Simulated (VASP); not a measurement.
# Co (P6/mmm) in VASP: a series of runs

The runs below take Co through single point, with LDA.

Everything below comes from runs of VASP 6.6.1. Logs are shortened: lines on timing, memory, paths and dates and some standing lists are left out, and cuts for length are marked.

## Step 1: The cell of the first run

The structure is hexagonal, space group P6/mmm (No. 191). Conventional cell: a = 3.906 Å, b = 3.906 Å, c = 2.408 Å, α = 90.00°, β = 90.00°, γ = 120.00°. Co (site symmetry 6/mmm) has 14 Co at 2.41 to 2.56 Å within 3.2 Å. Co (site symmetry -6m2) has 11 Co at 2.26 to 2.56 Å within 3.0 Å.

This isn't the form of Co at room conditions, which is hcp.

## Step 2: Single point, LDA, collinear spin, ferromagnetic start (10.61 Å³/atom)

The input, INCAR:

```
  PREC = Accurate
  ENCUT = 520
  EDIFF = 1E-7
  ISMEAR = -1
  SIGMA = 0.05
  LREAL = False
  LASPH = True
  NELM = 150
  ALGO = Normal
  ISIF = 2
  LWAVE = False
  LCHARG = True
  ISPIN = 2
  MAGMOM = 1.577 1.603 1.603
  LORBIT = 11
  LMAXMIX = 4
  LELF = True
  LVHAR = True
  NBANDS = 24
```

The input, KPOINTS:

```
Automatic mesh
0
Gamma
  11 11 15
```

The input, POSCAR:

```
Co
1.0
    3.9063405031      0.0000000000      0.0000000000
   -1.9531702516      3.3829901115      0.0000000000
    0.0000000000      0.0000000000      2.4079836672
Co
3
Direct
    0.0000000000      0.0000000000      0.0000000000
    0.3333333333      0.6666666667      0.5000000000
    0.6666666667      0.3333333333      0.5000000000
```

Potentials or basis: VASP PAW LDA potentials, release 64 (Co).

Started as:

```
> cat potpaw_LDA.64/Co/POTCAR > POTCAR
> mpirun -np 1 vasp_std > vasp.out
```

OUTCAR:

```text
PREC = Accurate
   ENCUT = 520
   EDIFF = 1E-7
   ISMEAR = -1
   LREAL = False
   LASPH = True
   NELM = 150
   ISIF = 2
   ISPIN = 2
   LORBIT = 11

 ion  position               nearest neighbor table
   1  0.000  0.000  0.000-   2 2.56   3 2.56   2 2.56   3 2.56   3 2.56   3 2.56   2 2.56   2 2.56
                             3 2.56   3 2.56   2 2.56   2 2.56
   2  0.333  0.667  0.500-   3 2.26   3 2.26   3 2.26   1 2.56   1 2.56   1 2.56   1 2.56   1 2.56
                             1 2.56
   3  0.667  0.333  0.500-   2 2.26   2 2.26   2 2.26   1 2.56   1 2.56   1 2.56   1 2.56   1 2.56
                             1 2.56

  LATTYP: Found a hexagonal cell.
 ALAT       =     3.9063405031
 C/A-ratio  =     0.6164295369

  Lattice vectors:

 A1 = (   3.9063405031,   0.0000000000,   0.0000000000)
 A2 = (  -1.9531702516,   3.3829901115,   0.0000000000)
 A3 = (   0.0000000000,   0.0000000000,   2.4079836672)

Analysis of symmetry for initial positions (statically):
=====================================================================
 Subroutine PRICEL returns:
 Original cell was already a primitive cell.

 Routine SETGRP: Setting up the symmetry group for a
 hexagonal supercell.

 Subroutine GETGRP returns: Found 24 space group operations
 (whereof 24 operations were pure point group operations)
 out of a pool of 24 trial point group operations.

The static configuration has the point symmetry D_6h.

Analysis of symmetry for dynamics (positions and initial velocities):
=====================================================================
 Subroutine PRICEL returns:
 Original cell was already a primitive cell.

 Routine SETGRP: Setting up the symmetry group for a
 hexagonal supercell.

 Subroutine GETGRP returns: Found 24 space group operations
 (whereof 24 operations were pure point group operations)
 out of a pool of 24 trial point group operations.

The dynamic configuration has the point symmetry D_6h.

Analysis of structural, dynamic, and magnetic symmetry:
=====================================================================
 Subroutine PRICEL returns:
 Original cell was already a primitive cell.

 Routine SETGRP: Setting up the symmetry group for a
 hexagonal supercell.

 Subroutine GETGRP returns: Found 24 space group operations
 (whereof 24 operations were pure point group operations)
 out of a pool of 24 trial point group operations.

The overall configuration has the point symmetry D_6h.

 Subroutine INISYM returns: Found 24 space group operations
 (whereof 24 operations are pure point group operations),
 and found     1 'primitive' translations

----------------------------------------------------------------------------------------

                                     Primitive cell

  volume of cell :      31.8218

  direct lattice vectors                    reciprocal lattice vectors
     3.906340503  0.000000000  0.000000000     0.255994069  0.147798245  0.000000000
    -1.953170252  3.382990111  0.000000000     0.000000000  0.295596489  0.000000000
     0.000000000  0.000000000  2.407983667     0.000000000  0.000000000  0.415285209

  length of vectors
     3.906340503  3.906340503  2.407983667     0.295596489  0.295596489  0.415285209

  position of ions in fractional coordinates (direct lattice)
     0.000000000  0.000000000  0.000000000
     0.333333333  0.666666667  0.500000000
     0.666666667  0.333333333  0.500000000

  ion indices of the primitive-cell ions
   primitive index   ion index
                 1           1
                 2           2
                 3           3

----------------------------------------------------------------------------------------

 KPOINTS: Automatic mesh

Automatic generation of k-mesh.
 Grid dimensions read from file:
 generate k-points for:   11   11   15

 Generating k-lattice:

  Cartesian coordinates                     Fractional coordinates (reciprocal lattice)
     0.023272188  0.013436204  0.000000000     0.090909091  0.000000000  0.000000000
     0.000000000  0.026872408  0.000000000     0.000000000  0.090909091  0.000000000
     0.000000000  0.000000000  0.027685681     0.000000000  0.000000000  0.066666667

  Length of vectors
     0.026872408  0.026872408  0.027685681

  Shift w.r.t. Gamma in fractional coordinates (k-lattice)
     0.000000000  0.000000000  0.000000000

 Subroutine IBZKPT returns following result:
 ===========================================

 Found    128 irreducible k-points:

 Following reciprocal coordinates:
            Coordinates               Weight
  0.000000  0.000000  0.000000      1.000000
  0.090909  0.000000  0.000000      6.000000
  0.181818 -0.000000  0.000000      6.000000
  0.272727  0.000000  0.000000      6.000000
  0.363636 -0.000000  0.000000      6.000000
  0.454545 -0.000000  0.000000      6.000000
[... 16 lines left out ...]
  0.090909  0.090909  0.066667     12.000000
  0.181818  0.090909  0.066667     24.000000
 [... further k-points ...]
   k-points           NKPTS =    128   k-points in BZ     NKDIM =    128   number of bands    NBANDS=     24
   number of dos      NEDOS =    301   number of ions     NIONS =      3
   total plane-waves  NPLWV =  16200
   dimension x,y,z NGX =    30 NGY =   30 NGZ =   18
   dimension x,y,z NGXF=    60 NGYF=   60 NGZF=   36
   ions per type =               3
   NGX,Y,Z   is equivalent  to a cutoff of  12.77, 12.77, 12.43 a.u.
   NGXF,Y,Z  is equivalent  to a cutoff of  25.53, 25.53, 24.85 a.u.
 SYSTEM =  unknown system
   PREC   = accura    normal or accurate (medium, high low for compatibility)
   ISTART =      0    job   : 0-new  1-cont  2-samecut
   ICHARG =      2    charge: 1-file 2-atom 10-const
   ISPIN  =      2    spin polarized calculation?
   LNONCOLLINEAR =      F non collinear calculations
   LSORBIT =      F    spin-orbit coupling
   LASPH  =      T    aspherical Exc in radial PAW
   ENCUT  =  520.0 eV  38.22 Ry    6.18 a.u.   7.26  7.26  4.48*2*pi/ulx,y,z
   NELM   =    150;   NELMIN=  2; NELMDL= -5     # of ELM steps
   EDIFF  = 0.1E-06   stopping-criterion for ELM
   LREAL  =      F    real-space projection
   EDIFFG = 0.1E-05   stopping-criterion for IOM
   NSW    =      0    number of steps for IOM
   IBRION =     -1    ionic relax: 0-MD 1-quasi-New 2-CG
   NFREE  =      0    steps in history (QN), initial steepest desc. (CG)
   ISIF   =      2    stress and relaxation
   ISYM   =      2    0-nonsym 1-usesym 2-fastsym
   POTIM  = 0.5000    time-step for ionic-motion
   TEBEG  =    0.0;   TEEND  =   0.0 temperature during run
   PSTRESS=    0.0 pullay stress
   NELECT =      27.0000    total number of electrons
   NUPDOWN=      -1.0000    fix difference up-down
   EMIN   =  10.00;   EMAX   =-10.00  energy-range for DOS
   EFERMI =   0.00;   METHOD = LEGACY
   ISMEAR =    -1;   SIGMA  =   0.05  broadening in eV -4-tet -1-fermi 0-gaus
   EFERMI_NEDOS =   21; number of points for ismear=-14 and -15
   IALGO  =     38    algorithm
   IMIX   =      4    mixing-type and parameters
     AMIX     =   0.40;   BMIX     =  1.00
     AMIX_MAG =   1.60;   BMIX_MAG =  1.00
  volume/ion in A,a.u.               =      10.61        71.58
  Fermi-wavevector in a.u.,A,eV,Ry     =   1.549844  2.928780 32.681414  2.402016
  Thomas-Fermi vector in A             =   2.654593
   LORBIT       =     11    0 simple, 1 ext, 2 COOP (PROOUT), +10 PAW based schemes
   GGA     = CA    functional components
   LHFCALC =     F    Hartree Fock is set to
   AEXX    =    0.0000 exact exchange contribution
   IVDW    =     0    specifies the selected vdW correction
   LEPSILON=     F    determine dielectric tensor
   LRPA    =     F    only Hartree local field effects (RPA)
 spin polarized calculation
  energy-cutoff  :      520.00
  volume of cell :       31.82
 maximum number of plane-waves:       903
 NGX is ok and might be reduce to    30
   NGX = 15   NGY = 15   NGZ =  9

 number of electron      26.9999997 magnetization       4.7059889

 Free energy of the ion-electron system (eV)
  ---------------------------------------------------
  ext. energy  EPLUGINS =         0.00000000
  ---------------------------------------------------
  free energy    TOTEN  =       -24.03208699 eV

  energy without entropy =      -24.01128791  energy(sigma->0) =      -24.02168745

 E-fermi :  10.3314     XC(G=0): -13.8613

 val. band max:       10.3280154311   @ k =   0.0909   0.0000   0.0000
 cond. band min:      10.3380259354   @ k =   0.4545  -0.0000   0.1333
 fundamental gap:      0.0100105043
 Fermi energy:        10.3314210788

 spin component 1

 k-point     1 :       0.0000    0.0000    0.0000
  band No.  band energies     occupation
      1       1.2024      1.00000
      2       5.5755      1.00000
      3       6.8900      1.00000
      4       6.8900      1.00000
      5       6.9421      1.00000
      6       6.9421      1.00000
[... 16 lines left out ...]
     23      26.6046      0.00000
     24      33.5640      0.00000
[... 598 lines left out ...]
      2       5.6267      1.00000
      3       6.0438      1.00000
      4       6.2858      1.00000
      5       6.9020      1.00000
      6       7.3092      1.00000
[... 16 lines left out ...]
     23      26.5857      0.00000
     24      31.9415      0.00000

 [... further k-points ...]

 spin component 2

 k-point     1 :       0.0000    0.0000    0.0000
  band No.  band energies     occupation
      1       1.4003      1.00000
      2       6.6579      1.00000
      3       7.9508      1.00000
      4       7.9508      1.00000
      5       7.9812      1.00000
      6       7.9812      1.00000
[... 16 lines left out ...]
     23      26.8995      0.00000
     24      34.0872      0.00000
[... 598 lines left out ...]
      2       6.5705      1.00000
      3       6.9868      1.00000
      4       7.4297      1.00000
      5       7.9805      1.00000
      6       8.4523      1.00000
[... 16 lines left out ...]
     23      26.9725      0.00000
     24      32.2067      0.00000

 [... further k-points ...]

------------------------ aborting loop because EDIFF is reached ----------------------------------------

  FORCE on cell =-STRESS in cart. coord.  units (eV):
  Direction    XX          YY          ZZ          XY          YZ          ZX
  --------------------------------------------------------------------------------------
  -------------------------------------------------------------------------------------
  Total       -2.1262744     -2.1262744     -2.0011144      0.0000000     -0.0000000     -0.0000000
  in kB     -107.0546497   -107.0546497   -100.7530336      0.0000000     -0.0000000     -0.0000000
  external PRESSURE =    -104.9541110 kB  Pullay stress =       0.0000000 kB

 VOLUME and BASIS-vectors are now :
 -----------------------------------------------------------------------------
  energy-cutoff  :      520.00
  volume of cell :       31.82
      direct lattice vectors                 reciprocal lattice vectors
     3.906340503  0.000000000  0.000000000     0.255994069  0.147798245  0.000000000
    -1.953170252  3.382990111  0.000000000     0.000000000  0.295596489  0.000000000
     0.000000000  0.000000000  2.407983667     0.000000000  0.000000000  0.415285209

 POSITION                                       TOTAL-FORCE (eV/Angst)
 -----------------------------------------------------------------------------------
      0.00000      0.00000      0.00000        -0.000000      0.000000      0.000000
     -0.00000      2.25533      1.20399         0.000000      0.000000     -0.000000
      1.95317      1.12766      1.20399        -0.000000     -0.000000      0.000000
 -----------------------------------------------------------------------------------
    total drift:                               -0.000000      0.000000      0.000000

  FREE ENERGIE OF THE ION-ELECTRON SYSTEM (eV)
  ---------------------------------------------------
  free  energy   TOTEN  =       -24.0320869874 eV

  energy  without entropy=      -24.0112879103  energy(sigma->0) =      -24.02168745

 total charge

# of ion       s       p       d       tot
------------------------------------------
    1        0.479   0.519   7.282   8.279
    2        0.514   0.548   7.319   8.382
    3        0.514   0.548   7.319   8.382
--------------------------------------------------
tot          1.508   1.615  21.921  25.043

 magnetization (x)

# of ion       s       p       d       tot
------------------------------------------
    1       -0.007  -0.038   1.593   1.548
    2       -0.009  -0.031   1.616   1.575
    3       -0.009  -0.031   1.616   1.575
--------------------------------------------------
tot         -0.025  -0.101   4.824   4.698
```

Wall time 7.2 min (1 thread of Intel Xeon 8259CL, shared host); peak memory 0.24 GiB.

Results:

```
Free energy                                           : -24.0321 eV
Pressure                                              : -10.5 GPa
Net moment                                            : 4.71 μB per cell
Site moments                                          : Co +1.55, +1.57 (each value once) μB
Valence electrons inside the program's atomic spheres : Co 8.28, 8.38 (each value once)
```

Caveat: the cell stands under tension.

## Step 3: Single point, LDA, collinear spin, ferromagnetic start (11.02 Å³/atom)

This run uses another cell than the first one, of 11.02 Å³/atom.

The input, INCAR:

```
  PREC = Accurate
  ENCUT = 520
  EDIFF = 1E-7
  ISMEAR = -1
  SIGMA = 0.05
  LREAL = F
  LASPH = T
  NELM = 150
  ALGO = Normal
  ISIF = 2
  LWAVE = F
  LCHARG = T
  ISPIN = 2
  MAGMOM = 1.577 1.603 1.603
  LORBIT = 11
  LMAXMIX = 4
  GGA = CA
  LELF = T
  LVHAR = T
  NBANDS = 24
```

The input, KPOINTS:

```
regular mesh
0
Gamma
  11 11 15
```

The input, POSCAR:

```
Co
1.0
    3.9557931010      0.0000000000      0.0000000000
   -1.9778965505      3.4258173176      0.0000000000
    0.0000000000      0.0000000000      2.4384677092
Co
3
Direct
    0.0000000000      0.0000000000      0.0000000000
    0.3333333333      0.6666666667      0.5000000000
    0.6666666667      0.3333333333      0.5000000000
```

Potentials or basis: VASP PAW LDA potentials, release 64 (Co).

Started as:

```
> cat potpaw_LDA.64/Co/POTCAR > POTCAR
> mpirun -np 1 vasp_std > vasp.out
```

Run time: 7.9 min. Hardware: 1 thread of Intel Xeon 8259CL, shared host; peak memory 0.25 GiB.

It converged, with:

- Free energy: -23.9237 eV
- Pressure: -17.6 GPa
- Net moment: 4.80 μB per cell
- Site moments: Co +1.58, +1.61 (each value once) μB
- Valence electrons inside the program's atomic spheres: Co 8.21, 8.31 (each value once)

Stress tensor (GPa, compression positive):
```
-18.06   0.00   0.00
  0.00 -18.06   0.00
  0.00   0.00 -16.83
```

Levels at points of the mesh, in eV from the Fermi level:
Spin up:
| k point | band 14 | band 15 | band 16 | band 17 | band 18 | band 19 |
| --- | --- | --- | --- | --- | --- | --- |
| (0.00, 0.00, 0.00) | -1.74 | -0.54 | -0.54 | 6.42 | 6.42 | 6.42 |
Spin down:
| k point | band 7 | band 8 | band 9 | band 10 | band 11 | band 12 | band 13 | band 14 | band 15 | band 16 |
| --- | --- | --- | --- | --- | --- | --- | --- | --- | --- | --- |
| (0.00, 0.00, 0.00) | -1.86 | -1.27 | -0.75 | -0.75 | -0.23 | -0.23 | -0.18 | -0.18 | 1.20 | 1.20 |

Caveat: the cell stands under tension.
